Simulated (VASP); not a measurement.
**BN (lda): single point with LDA**

BN (lda):

```
B N
1.0
     0.02088    1.78394    1.78394
     1.78394    0.02088    1.78394
     1.78394    1.78394    0.02088
B N
1 1
Cartesian
  0.0008 0.0008 0.0008
  0.8964 0.8964 0.8964
```

```yaml
Program: VASP 6.6.1
Task: single point
Functional: LDA
Potentials_or_basis: VASP PAW LDA potentials, release 64 (B, N)
Cutoff: 600 eV
k_mesh: 9 × 9 × 9
Occupations: gaussian, width 0.01 eV
Spin: no spin polarisation
Dipole_correction: no
Further_INCAR_settings: ALGO = Normal; EDIFF = 1e-06; NBANDS = 11
```

- Pressure: 13.0 GPa
- Largest force: 0.004 eV/Å
- Band gap on the k mesh: 4.52 eV, indirect (least direct gap 8.54 eV)

Forces on the atoms (eV/Å):
```
B    0.002  0.002  0.002
N   -0.002 -0.002 -0.002
```

Stress tensor (GPa, compression positive):
```
12.99 -5.96 -5.96
-5.96 12.99 -5.96
-5.96 -5.96 12.99
```

Levels at points of the mesh, in eV from the valence-band top:
| k point | band 2 | band 3 | band 4 | band 5 | band 6 | band 7 |
| --- | --- | --- | --- | --- | --- | --- |
| (0.00, 0.00, 0.00) | -0.13 | 0.00 | 0.00 | 8.54 | 9.07 | 9.07 |

Wall time 11 s on 1 thread of Intel Xeon 8259CL, with other jobs on the host, peak memory 0.12 GiB.

A k mesh can miss the band edges.
